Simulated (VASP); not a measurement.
Wanted: the native input for a VASP 6.6.1 run.

```yaml
Task: single point
Functional: PBE
Dispersion: D3(BJ)
Potentials_or_basis: VASP PAW PBE potentials, release 64 (Ge_d)
Cutoff: 520 eV
k_mesh: 11 × 11 × 11
Occupations: fermi-dirac, width 0.05 eV
Spin: no spin polarisation
Dipole_correction: no
Further_INCAR_settings: ALGO = Normal; EDIFF = 1e-06; NBANDS = 21
```

The structure of Ge lies in POSCAR:

```
Ge
1.0
   -2.3917790477      2.5402795233      1.3770032779
    2.3917790477     -2.5402795233      1.3770032779
    2.3917790477      2.5402795233     -1.3770032779
Ge
2
Direct
    0.3140570000      0.0640570000      0.2500000000
    0.6859430000      0.9359430000      0.7500000000
```

This cell differs from its parent crystal: volume scaled by 0.88.

The input as run:

INCAR

```
SYSTEM = Ge
PREC     = Accurate       ! precision mode
ENCUT    = 520            ! plane-wave cutoff, eV
EDIFF    = 1E-6           ! SCF threshold, eV
ISMEAR   = -1             ! smearing method
SIGMA    = 0.05           ! smearing width, eV
LREAL    = .False.        ! projectors in reciprocal space
LASPH    = .True.         ! aspherical terms in the spheres
NELM     = 100            ! most SCF steps
ALGO     = Normal         ! electronic algorithm
ISIF     = 2              ! what is computed and relaxed
LWAVE    = .False.        ! write WAVECAR
LCHARG   = .False.        ! write CHGCAR
GGA      = PE             ! functional
IVDW     = 12             ! dispersion correction
NBANDS   = 21             ! bands
```

KPOINTS

```
Automatic mesh
0
Gamma
  11 11 11
  0 0 0
```

Potentials or basis: VASP PAW PBE potentials, release 64 (Ge_d).

Run with:

```console
$ cat potpaw_PBE.64/Ge_d/POTCAR > POTCAR
$ mpirun -np 1 vasp_std > vasp.out
```

Results of the run:

* Pressure: 9.9 GPa
* Largest force: 0.032 eV/Å
* Band gap on the k mesh: zero (band 14 reaches 10.60 eV, above the bottom of band 15 at 4.32 eV)
* Dispersion energy per atom: -0.398 eV

Caveat: pairwise dispersion overbinds metals, which lowers pressure and volume.

Wall time 3.4 min on 1 thread of Intel Xeon 8259CL, with other jobs on the host, peak memory 0.25 GiB.
